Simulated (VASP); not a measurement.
# Zn in VASP: further runs

Runs on Zn. Level: PBE. Tasks: single point.

Program: VASP 6.6.1. These are calculated values, not measurements. Logs are shortened: lines on timing, memory, paths and dates and some standing lists are left out, and cuts for length are marked.

## 1. The cell of the first run

The cell holds a slab with vacuum, 6 atoms: a = 2.636 Å, b = 2.636 Å, c = 28.731 Å, α = 90.00°, β = 90.00°, γ = 120.00°.

## 2. Single point, PBE

INCAR reads:

```
SYSTEM = Zn
PREC     = Accurate       ! precision mode
ENCUT    = 520            ! plane-wave cutoff, eV
EDIFF    = 1E-6           ! SCF threshold, eV
ISMEAR   = -1             ! smearing method
SIGMA    = 0.08           ! smearing width, eV
LREAL    = .FALSE.        ! projectors in reciprocal space
LASPH    = .TRUE.         ! aspherical terms in the spheres
NELM     = 100            ! most SCF steps
ALGO     = Normal         ! electronic algorithm
ISIF     = 2              ! what is computed and relaxed
LWAVE    = .FALSE.        ! write WAVECAR
LCHARG   = .FALSE.        ! write CHGCAR
LDIPOL   = .TRUE.       
IDIPOL   = 3            
DIPOL    = 0.5 0.5 0.500
GGA      = PE             ! functional
NBANDS   = 45             ! bands
```

KPOINTS reads:

```
Automatic mesh
0
G
  16 16 1
  0 0 0
```

POSCAR reads:

```
Zn
1.0
    2.6356265447      0.0000000000      0.0000000000
   -1.3178132723      2.2825195426      0.0000000000
    0.0000000000      0.0000000000     28.7313000000
Zn
6
Direct
    0.8333333333      0.1666666667      0.2835601836
    0.1666666667      0.8333333333      0.3713961366
    0.8333333333      0.1666666667      0.4565703417
    0.1666666667      0.8333333333      0.5434296584
    0.8333333333      0.1666666667      0.6286038638
    0.1666666667      0.8333333333      0.7164398159
```

Potentials or basis: VASP PAW PBE potentials, release 64 (Zn).

Run with:

```
cat potpaw_PBE.64/Zn/POTCAR > POTCAR
mpirun -np 1 vasp_std > vasp.out
```

OUTCAR:

```text
SYSTEM = Zn
   PREC = Accurate
   ENCUT = 520
   EDIFF = 1E-6
   ISMEAR = -1
   LREAL = .FALSE.
   LASPH = .TRUE.
   NELM = 100
   ISIF = 2
   GGA = PE

 ion  position               nearest neighbor table
   1  0.833  0.167  0.284-   2 2.95   2 2.95   2 2.95
   2  0.167  0.833  0.371-   3 2.88   3 2.88   3 2.88   1 2.95   1 2.95   1 2.95
   3  0.833  0.167  0.457-   2 2.88   2 2.88   2 2.88   4 2.92   4 2.92   4 2.92
   4  0.167  0.833  0.543-   5 2.88   5 2.88   5 2.88   3 2.92   3 2.92   3 2.92
   5  0.833  0.167  0.629-   4 2.88   4 2.88   4 2.88   6 2.95   6 2.95   6 2.95
   6  0.167  0.833  0.716-   5 2.95   5 2.95   5 2.95

  LATTYP: Found a hexagonal cell.
 ALAT       =     2.6356265447
 C/A-ratio  =    10.9011271182

  Lattice vectors:

 A1 = (   2.6356265447,   0.0000000000,   0.0000000000)
 A2 = (  -1.3178132723,   2.2825195426,   0.0000000000)
 A3 = (   0.0000000000,   0.0000000000,  28.7313000000)

Analysis of symmetry for initial positions (statically):
=====================================================================
 Subroutine PRICEL returns:
 Original cell was already a primitive cell.

 Routine SETGRP: Setting up the symmetry group for a
 hexagonal supercell.

 Subroutine GETGRP returns: Found 12 space group operations
 (whereof  4 operations were pure point group operations)
 out of a pool of 24 trial point group operations.

The static configuration has the point symmetry C_2h.
 The point group associated with its full space group is D_3d.

Analysis of symmetry for dynamics (positions and initial velocities):
=====================================================================
 Subroutine PRICEL returns:
 Original cell was already a primitive cell.

 Routine SETGRP: Setting up the symmetry group for a
 hexagonal supercell.

 Subroutine GETGRP returns: Found 12 space group operations
 (whereof  4 operations were pure point group operations)
 out of a pool of 24 trial point group operations.

The dynamic configuration has the point symmetry C_2h.
 The point group associated with its full space group is D_3d.

 Subroutine INISYM returns: Found 12 space group operations
 (whereof  4 operations are pure point group operations),
 and found     1 'primitive' translations

----------------------------------------------------------------------------------------

                                     Primitive cell

  volume of cell :     172.8437

  direct lattice vectors                    reciprocal lattice vectors
     2.635626545  0.000000000  0.000000000     0.379416425  0.219056175  0.000000000
    -1.317813272  2.282519543  0.000000000     0.000000000  0.438112350  0.000000000
     0.000000000  0.000000000 28.731300000     0.000000000  0.000000000  0.034805247

  length of vectors
     2.635626545  2.635626545 28.731300000     0.438112350  0.438112350  0.034805247

  position of ions in fractional coordinates (direct lattice)
     0.833333333  0.166666667  0.283560184
     0.166666667  0.833333333  0.371396137
     0.833333333  0.166666667  0.456570342
     0.166666667  0.833333333  0.543429658
     0.833333333  0.166666667  0.628603864
     0.166666667  0.833333333  0.716439816

  ion indices of the primitive-cell ions
   primitive index   ion index
                 1           1
                 2           2
                 3           3
                 4           4
                 5           5
                 6           6

----------------------------------------------------------------------------------------

 KPOINTS: Automatic mesh

Automatic generation of k-mesh.
 Grid dimensions read from file:
 generate k-points for:   16   16    1

 Generating k-lattice:

  Cartesian coordinates                     Fractional coordinates (reciprocal lattice)
     0.023713527  0.013691011  0.000000000     0.062500000 -0.000000000  0.000000000
     0.000000000  0.027382022  0.000000000     0.000000000  0.062500000  0.000000000
     0.000000000  0.000000000  0.034805247     0.000000000  0.000000000  1.000000000

  Length of vectors
     0.027382022  0.027382022  0.034805247

  Shift w.r.t. Gamma in fractional coordinates (k-lattice)
     0.000000000  0.000000000  0.000000000

 Subroutine IBZKPT returns following result:
 ===========================================

 Found     30 irreducible k-points:

 Following reciprocal coordinates:
            Coordinates               Weight
  0.000000  0.000000  0.000000      1.000000
  0.062500  0.000000  0.000000      6.000000
  0.125000  0.000000  0.000000      6.000000
  0.187500  0.000000  0.000000      6.000000
  0.250000  0.000000  0.000000      6.000000
  0.312500 -0.000000  0.000000      6.000000
[... 16 lines left out ...]
  0.187500  0.187500  0.000000      6.000000
  0.250000  0.187500  0.000000     12.000000
 [... further k-points ...]
   k-points           NKPTS =     30   k-points in BZ     NKDIM =     30   number of bands    NBANDS=     45
   number of dos      NEDOS =    301   number of ions     NIONS =      6
   total plane-waves  NPLWV =  86400
   dimension x,y,z NGX =    20 NGY =   20 NGZ =  216
   dimension x,y,z NGXF=    40 NGYF=   40 NGZF=  432
   ions per type =               6
   NGX,Y,Z   is equivalent  to a cutoff of  12.62, 12.62, 12.50 a.u.
   NGXF,Y,Z  is equivalent  to a cutoff of  25.23, 25.23, 25.00 a.u.
 SYSTEM =  Zn
   PREC   = accura    normal or accurate (medium, high low for compatibility)
   ISTART =      0    job   : 0-new  1-cont  2-samecut
   ICHARG =      2    charge: 1-file 2-atom 10-const
   ISPIN  =      1    spin polarized calculation?
   LNONCOLLINEAR =      F non collinear calculations
   LSORBIT =      F    spin-orbit coupling
   LASPH  =      T    aspherical Exc in radial PAW
   ENCUT  =  520.0 eV  38.22 Ry    6.18 a.u.   4.90  4.90 53.42*2*pi/ulx,y,z
   NELM   =    100;   NELMIN=  2; NELMDL= -5     # of ELM steps
   EDIFF  = 0.1E-05   stopping-criterion for ELM
   LREAL  =      F    real-space projection
   EDIFFG = 0.1E-04   stopping-criterion for IOM
   NSW    =      0    number of steps for IOM
   IBRION =     -1    ionic relax: 0-MD 1-quasi-New 2-CG
   NFREE  =      0    steps in history (QN), initial steepest desc. (CG)
   ISIF   =      2    stress and relaxation
   ISYM   =      2    0-nonsym 1-usesym 2-fastsym
   POTIM  = 0.5000    time-step for ionic-motion
   TEBEG  =    0.0;   TEEND  =   0.0 temperature during run
   PSTRESS=    0.0 pullay stress
   NELECT =      72.0000    total number of electrons
   NUPDOWN=      -1.0000    fix difference up-down
   EMIN   =  10.00;   EMAX   =-10.00  energy-range for DOS
   EFERMI =   0.00;   METHOD = LEGACY
   ISMEAR =    -1;   SIGMA  =   0.08  broadening in eV -4-tet -1-fermi 0-gaus
   EFERMI_NEDOS =   21; number of points for ismear=-14 and -15
   IALGO  =     38    algorithm
   IMIX   =      4    mixing-type and parameters
     AMIX     =   0.40;   BMIX     =  1.00
     AMIX_MAG =   1.60;   BMIX_MAG =  1.00
  volume/ion in A,a.u.               =      28.81       194.40
  Fermi-wavevector in a.u.,A,eV,Ry     =   1.222647  2.310468 20.338885  1.494866
  Thomas-Fermi vector in A             =   2.357786
   LORBIT       =      0    0 simple, 1 ext, 2 COOP (PROOUT), +10 PAW based schemes
   GGA     = PE    functional components
   LHFCALC =     F    Hartree Fock is set to
   AEXX    =    0.0000 exact exchange contribution
   IVDW    =     0    specifies the selected vdW correction
   LEPSILON=     F    determine dielectric tensor
   LRPA    =     F    only Hartree local field effects (RPA)
 non-spin polarized calculation
  energy-cutoff  :      520.00
  volume of cell :      172.84
 maximum number of plane-waves:      4723
 NGX is ok and might be reduce to    20
   NGX =  9   NGY =  9   NGZ =107

 dipolmoment           0.000000      0.000000      0.000000 electrons x Angstroem

 number of electron      71.9999996 magnetization

 dipolmoment           0.000000      0.000000     -0.000000 electrons x Angstroem

 Free energy of the ion-electron system (eV)
  ---------------------------------------------------
  ext. energy  EPLUGINS =         0.00000000
  ---------------------------------------------------
  free energy    TOTEN  =        -6.42875653 eV

  energy without entropy =       -6.40108791  energy(sigma->0) =       -6.41492222

 E-fermi :  -0.3852     XC(G=0):  -6.6142

 val. band max:       -0.4181399822   @ k =   0.3750   0.1250   0.0000
 cond. band min:      -0.2270478983   @ k =   0.2500   0.0625   0.0000
 fundamental gap:      0.1910920839
 Fermi energy:        -0.3851982444

 k-point     1 :       0.0000    0.0000    0.0000
  band No.  band energies     occupation
      1     -10.6528      2.00000
      2     -10.1861      2.00000
      3      -9.5571      2.00000
      4      -9.1293      2.00000
      5      -8.9113      2.00000
      6      -8.9087      2.00000
[... 37 lines left out ...]
     44       6.1975      0.00000
     45       6.4292      0.00000

 k-point     2 :       0.0625    0.0000    0.0000
  band No.  band energies     occupation
      1     -10.5347      2.00000
      2     -10.0705      2.00000
      3      -9.4506      2.00000
      4      -9.0473      2.00000
      5      -8.8474      2.00000
      6      -8.8448      2.00000
[... 37 lines left out ...]
     44       6.3117      0.00000
     45       6.5386      0.00000

 k-point     3 :       0.1250    0.0000    0.0000
  band No.  band energies     occupation
      1     -10.1871      2.00000
      2      -9.7340      2.00000
      3      -9.1506      2.00000
      4      -8.8353      2.00000
      5      -8.6761      2.00000
      6      -8.6678      2.00000
[... 997 lines left out ...]
     44       6.6674      0.00000
     45       6.8377      0.00000

 k-point    24 :       0.2500    0.1875    0.0000
  band No.  band energies     occupation
      1      -8.4017      2.00000
      2      -8.3937      2.00000
      3      -8.3578      2.00000
      4      -8.3071      2.00000
      5      -8.2776      2.00000
      6      -8.2667      2.00000
[... 37 lines left out ...]
     44       5.8679      0.00000
     45       6.0699      0.00000

 [... further k-points ...]

------------------------ aborting loop because EDIFF is reached ----------------------------------------

 vacuum level on the upper side and lower side of the slab       (xc-potential included)        -0.183        -0.183

  FORCE on cell =-STRESS in cart. coord.  units (eV):
  Direction    XX          YY          ZZ          XY          YZ          ZX
  --------------------------------------------------------------------------------------
  -------------------------------------------------------------------------------------
  Total        0.2059931      0.2059931      0.0921060      0.0000000      0.0000000      0.0000000
  in kB        1.9094556      1.9094556      0.8537777      0.0000000      0.0000000      0.0000000
  external PRESSURE =       1.5575630 kB  Pullay stress =       0.0000000 kB

 VOLUME and BASIS-vectors are now :
 -----------------------------------------------------------------------------
  energy-cutoff  :      520.00
  volume of cell :      172.84
      direct lattice vectors                 reciprocal lattice vectors
     2.635626545  0.000000000  0.000000000     0.379416425  0.219056175  0.000000000
    -1.317813272  2.282519543  0.000000000     0.000000000  0.438112350  0.000000000
     0.000000000  0.000000000 28.731300000     0.000000000  0.000000000  0.034805247

 POSITION                                       TOTAL-FORCE (eV/Angst)
 -----------------------------------------------------------------------------------
      1.97672      0.38042      8.14705         0.000000     -0.000000     -0.005579
     -0.65891      1.90210     10.67069         0.000000      0.000000     -0.006199
      1.97672      0.38042     13.11786        -0.000000      0.000000      0.000380
     -0.65891      1.90210     15.61344         0.000000      0.000000     -0.000380
      1.97672      0.38042     18.06061        -0.000000      0.000000      0.006199
     -0.65891      1.90210     20.58425         0.000000      0.000000      0.005579
 -----------------------------------------------------------------------------------
    total drift:                               -0.000000      0.000000     -0.000000

  FREE ENERGIE OF THE ION-ELECTRON SYSTEM (eV)
  ---------------------------------------------------
  free  energy   TOTEN  =        -6.4287565279 eV

  energy  without entropy=       -6.4010879123  energy(sigma->0) =       -6.41492222

 vacuum level on the upper side and lower side of the slab         3.639         3.639
```

Wall time 10 min (1 thread of Intel Xeon 8259CL, shared host); peak memory 0.37 GiB.

Results:

```
Free energy            : -6.4288 eV
Largest force          : 0.006 eV/Å
Band gap on the k mesh : zero (band 36 reaches 0.86 eV, above the bottom of band 37 at -3.16 eV)
```

Forces on the atoms (eV/Å):
```
Zn   0.000  0.000 -0.006
Zn   0.000  0.000 -0.006
Zn   0.000  0.000  0.000
Zn   0.000  0.000  0.000
Zn   0.000  0.000  0.006
Zn   0.000  0.000  0.006
```

Levels at points of the mesh, in eV from the Fermi level:
```tsv
k point	band 32	band 33	band 34	band 35	band 36	band 37	band 38	band 39	band 40	band 41
(0.00, 0.00, 0.00)	-6.88	-6.88	-6.88	-5.88	-4.23	-2.77	-0.57	1.51	3.20	3.84
(0.50, 0.00, 0.00)	-2.18	-1.90	-1.79	-1.35	-1.26	0.58	0.74	1.31	1.70	2.27
```

[end of part 1 of 2]
